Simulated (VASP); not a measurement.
# Cs (Im-3m) in VASP: single point with PBEsol

Aim: the single point of Cs with PBEsol.

All numbers are computed with VASP 6.6.1; they aren't measurements. Logs are shortened: lines on timing, memory, paths and dates and some standing lists are left out, and cuts for length are marked.

### 1 The cell of the first run

The structure is cubic, space group Im-3m (No. 229). Conventional cell: a = 6.045 Å, b = 6.045 Å, c = 6.045 Å, α = 90.00°, β = 90.00°, γ = 90.00°.

### 2 Single point, PBEsol

Input file INCAR:

```
SYSTEM = Cs
PREC = Accurate ; ENCUT = 520
EDIFF = 1E-6 ; ISMEAR = -1
SIGMA = 0.08 ; LREAL = .False.
LASPH = .True. ; NELM = 80
ALGO = Normal ; ISIF = 2
LWAVE = .False. ; LCHARG = .False.
GGA = PS ; NBANDS = 16
```

Input file KPOINTS:

```
Automatic mesh
0
Gamma
  6 6 6
  0 0 0
```

Input file POSCAR:

```
Cs
1.0
    6.0449950640      0.0000000000      0.0000000000
    0.0000000000      6.0449950640      0.0000000000
    0.0000000000      0.0000000000      6.0449950640
Cs
2
Direct
    0.0000000000      0.0000000000      0.0000000000
    0.5000000000      0.5000000000      0.5000000000
```

Potentials or basis: VASP PAW PBE potentials, release 64 (Cs_sv).

Command:

```bash
$ cat potpaw_PBE.64/Cs_sv/POTCAR > POTCAR
$ mpirun -np 1 vasp_std > vasp.out
```

OUTCAR:

```text
SYSTEM = Cs
   PREC = Accurate
   ENCUT = 520
   EDIFF = 1E-6
   ISMEAR = -1
   LREAL = .False.
   LASPH = .True.
   NELM = 80
   ISIF = 2
   GGA = PS

 ion  position               nearest neighbor table
   1  0.000  0.000  0.000-
   2  0.500  0.500  0.500-

  LATTYP: Found a simple cubic cell.
 ALAT       =     6.0449950640

  Lattice vectors:

 A1 = (   6.0449950640,   0.0000000000,   0.0000000000)
 A2 = (   0.0000000000,   6.0449950640,   0.0000000000)
 A3 = (   0.0000000000,   0.0000000000,   6.0449950640)

Analysis of symmetry for initial positions (statically):
=====================================================================
 Subroutine PRICEL returns following result:

  LATTYP: Found a body centered cubic cell.
 ALAT       =     6.0449950640

  Lattice vectors:

 A1 = (   3.0224975320,   3.0224975320,  -3.0224975320)
 A2 = (  -3.0224975320,   3.0224975320,   3.0224975320)
 A3 = (   3.0224975320,  -3.0224975320,   3.0224975320)

   2 primitive cells build up your supercell.

 Routine SETGRP: Setting up the symmetry group for a
 simple cubic supercell.

 Subroutine GETGRP returns: Found 48 space group operations
 (whereof 48 operations were pure point group operations)
 out of a pool of 48 trial point group operations.

The static configuration has the point symmetry O_h .

Analysis of symmetry for dynamics (positions and initial velocities):
=====================================================================
 Subroutine PRICEL returns following result:

  LATTYP: Found a body centered cubic cell.
 ALAT       =     6.0449950640

  Lattice vectors:

 A1 = (   3.0224975320,   3.0224975320,  -3.0224975320)
 A2 = (  -3.0224975320,   3.0224975320,   3.0224975320)
 A3 = (   3.0224975320,  -3.0224975320,   3.0224975320)

   2 primitive cells build up your supercell.

 Routine SETGRP: Setting up the symmetry group for a
 simple cubic supercell.

 Subroutine GETGRP returns: Found 48 space group operations
[... 84 lines left out ...]
   NGX,Y,Z   is equivalent  to a cutoff of  13.20, 13.20, 13.20 a.u.
   NGXF,Y,Z  is equivalent  to a cutoff of  26.40, 26.40, 26.40 a.u.
 SYSTEM =  Cs
   PREC   = accura    normal or accurate (medium, high low for compatibility)
   ISTART =      0    job   : 0-new  1-cont  2-samecut
   ICHARG =      2    charge: 1-file 2-atom 10-const
   ISPIN  =      1    spin polarized calculation?
   LNONCOLLINEAR =      F non collinear calculations
   LSORBIT =      F    spin-orbit coupling
   LASPH  =      T    aspherical Exc in radial PAW
   ENCUT  =  520.0 eV  38.22 Ry    6.18 a.u.  11.24 11.24 11.24*2*pi/ulx,y,z
   NELM   =     80;   NELMIN=  2; NELMDL= -5     # of ELM steps
   EDIFF  = 0.1E-05   stopping-criterion for ELM
   LREAL  =      F    real-space projection
   EDIFFG = 0.1E-04   stopping-criterion for IOM
   NSW    =      0    number of steps for IOM
   IBRION =     -1    ionic relax: 0-MD 1-quasi-New 2-CG
   NFREE  =      0    steps in history (QN), initial steepest desc. (CG)
   ISIF   =      2    stress and relaxation
   ISYM   =      2    0-nonsym 1-usesym 2-fastsym
   POTIM  = 0.5000    time-step for ionic-motion
   TEBEG  =    0.0;   TEEND  =   0.0 temperature during run
   PSTRESS=    0.0 pullay stress
   NELECT =      18.0000    total number of electrons
   NUPDOWN=      -1.0000    fix difference up-down
   EMIN   =  10.00;   EMAX   =-10.00  energy-range for DOS
   EFERMI =   0.00;   METHOD = LEGACY
   ISMEAR =    -1;   SIGMA  =   0.08  broadening in eV -4-tet -1-fermi 0-gaus
   EFERMI_NEDOS =   21; number of points for ismear=-14 and -15
   IALGO  =     38    algorithm
   IMIX   =      4    mixing-type and parameters
     AMIX     =   0.40;   BMIX     =  1.00
     AMIX_MAG =   1.60;   BMIX_MAG =  1.00
  volume/ion in A,a.u.               =     110.45       745.34
  Fermi-wavevector in a.u.,A,eV,Ry     =   0.709746  1.341226  6.853793  0.503740
  Thomas-Fermi vector in A             =   1.796410
   LORBIT       =      0    0 simple, 1 ext, 2 COOP (PROOUT), +10 PAW based schemes
   GGA     = PS    functional components
   LHFCALC =     F    Hartree Fock is set to
   AEXX    =    0.0000 exact exchange contribution
   IVDW    =     0    specifies the selected vdW correction
   LEPSILON=     F    determine dielectric tensor
   LRPA    =     F    only Hartree local field effects (RPA)
 non-spin polarized calculation
  energy-cutoff  :      520.00
  volume of cell :      220.90
 maximum number of plane-waves:      6031
 NGX is ok and might be reduce to    48
   NGX = 23   NGY = 23   NGZ = 23

 number of electron      17.9999999 magnetization

 Free energy of the ion-electron system (eV)
  ---------------------------------------------------
  ext. energy  EPLUGINS =         0.00000000
  ---------------------------------------------------
  free energy    TOTEN  =        -1.91348692 eV

  energy without entropy =       -1.86194336  energy(sigma->0) =       -1.88771514

 E-fermi :   0.4554     XC(G=0):  -5.5826

 val. band max:        0.3702389746   @ k =   0.3333   0.3333   0.3333
 cond. band min:       0.4893633461   @ k =   0.5000   0.5000   0.0000
 fundamental gap:      0.1191243714
 Fermi energy:         0.4553929985

 k-point     1 :       0.0000    0.0000    0.0000
  band No.  band energies     occupation
      1     -23.3494      2.00000
      2     -23.3348      2.00000
      3     -10.1749      2.00000
      4     -10.1749      2.00000
      5     -10.1749      2.00000
      6     -10.0622      2.00000
[... 357 lines left out ...]
      3     -10.1405      2.00000
      4     -10.1405      2.00000
      5     -10.1405      2.00000
      6     -10.1405      2.00000
[... 8 lines left out ...]
     15       2.9576      0.00000
     16       2.9576      0.00000

------------------------ aborting loop because EDIFF is reached ----------------------------------------

  FORCE on cell =-STRESS in cart. coord.  units (eV):
  Direction    XX          YY          ZZ          XY          YZ          ZX
  --------------------------------------------------------------------------------------
  -------------------------------------------------------------------------------------
  Total       -0.0613691     -0.0613691     -0.0613691      0.0000000      0.0000000      0.0000000
  in kB       -0.4451153     -0.4451153     -0.4451153      0.0000000      0.0000000      0.0000000
  external PRESSURE =      -0.4451153 kB  Pullay stress =       0.0000000 kB

 VOLUME and BASIS-vectors are now :
 -----------------------------------------------------------------------------
  energy-cutoff  :      520.00
  volume of cell :      220.90
      direct lattice vectors                 reciprocal lattice vectors
     6.044995064  0.000000000  0.000000000     0.165426107  0.000000000  0.000000000
     0.000000000  6.044995064  0.000000000     0.000000000  0.165426107  0.000000000
     0.000000000  0.000000000  6.044995064     0.000000000  0.000000000  0.165426107

 POSITION                                       TOTAL-FORCE (eV/Angst)
 -----------------------------------------------------------------------------------
      0.00000      0.00000      0.00000        -0.000000     -0.000000      0.000000
      3.02250      3.02250      3.02250         0.000000      0.000000     -0.000000
 -----------------------------------------------------------------------------------
    total drift:                               -0.000000     -0.000000     -0.000000

  FREE ENERGIE OF THE ION-ELECTRON SYSTEM (eV)
  ---------------------------------------------------
  free  energy   TOTEN  =        -1.9134869227 eV

  energy  without entropy=       -1.8619433642  energy(sigma->0) =       -1.88771514
```

OSZICAR:

```text
N       E                     dE             d eps       ncg     rms          rms(c)
DAV:   1     0.123917651110E+03    0.12392E+03   -0.59960E+03   640   0.837E+02
DAV:   2     0.137894156662E+02   -0.11013E+03   -0.10611E+03   992   0.140E+02
DAV:   3    -0.160423068831E+01   -0.15394E+02   -0.15342E+02   784   0.563E+01
DAV:   4    -0.191097209294E+01   -0.30674E+00   -0.30620E+00   840   0.941E+00
DAV:   5    -0.191319480971E+01   -0.22227E-02   -0.22227E-02   816   0.806E-01    0.182E-01
DAV:   6    -0.191283617671E+01    0.35863E-03   -0.23808E-03   888   0.230E-01    0.127E-01
DAV:   7    -0.191334885354E+01   -0.51268E-03   -0.48139E-03   816   0.339E-01    0.461E-02
DAV:   8    -0.191348407675E+01   -0.13522E-03   -0.20203E-04   864   0.730E-02    0.975E-03
DAV:   9    -0.191348760439E+01   -0.35276E-05   -0.17732E-05   872   0.204E-02    0.456E-03
DAV:  10    -0.191348692272E+01    0.68167E-06   -0.13223E-06   720   0.527E-03
   1 F= -.19134869E+01 E0= -.18877151E+01  d E =-.515436E-01
```

stdout:

```text
POSCAR found type information on POSCAR Cs
 POSCAR found :  1 types and       2 ions
 scaLAPACK will be used
 -----------------------------------------------------------------------------
|                                                                             |
|                                                                             |
|     You enforced a specific xc type in the INCAR file but a different       |
|     I HOPE YOU KNOW WHAT YOU ARE DOING!                                     |
|                                                                             |
 -----------------------------------------------------------------------------

 LDA part: xc-table for (Slater+PW92), standard interpolation
 POSCAR, INCAR and KPOINTS ok, starting setup
 FFT: planning ... GRIDC
 FFT: planning ... GRID_SOFT
 FFT: planning ... GRID
 WAVECAR not read
 entering main loop
```

It took 26 s on 1 thread of AMD EPYC 9R45 (Zen 5), shared host; peak memory 0.29 GiB.

Results:

| Item | Value |
| --- | --- |
| Free energy | -1.9135 eV |
| Pressure | 0.0 GPa |
| Band gap on the k mesh | zero (bands 9 and 10 overlap by 1.46 eV) |

Levels at points of the mesh, in eV from the Fermi level:
```
           k point  band 7  band 8  band 9  band 10  band 11  band 12
(0.00, 0.00, 0.00)  -10.52  -10.52   -1.71     0.64     0.64     2.54
(0.50, 0.00, 0.00)  -10.57  -10.57   -0.44    -0.44     1.56     1.56
(0.50, 0.50, 0.00)  -10.52  -10.52    0.03     0.03     0.94     0.94
(0.50, 0.50, 0.50)  -10.60  -10.60    1.02     1.02     1.02     1.02
```

Caveat: the PAW data sets were made with another functional, which shifts forces and pressure a little; spin-orbit coupling is left out, which moves the levels of the heavy elements.

The gap in the log of VASP goes by the Fermi energy; the results here count the filled bands.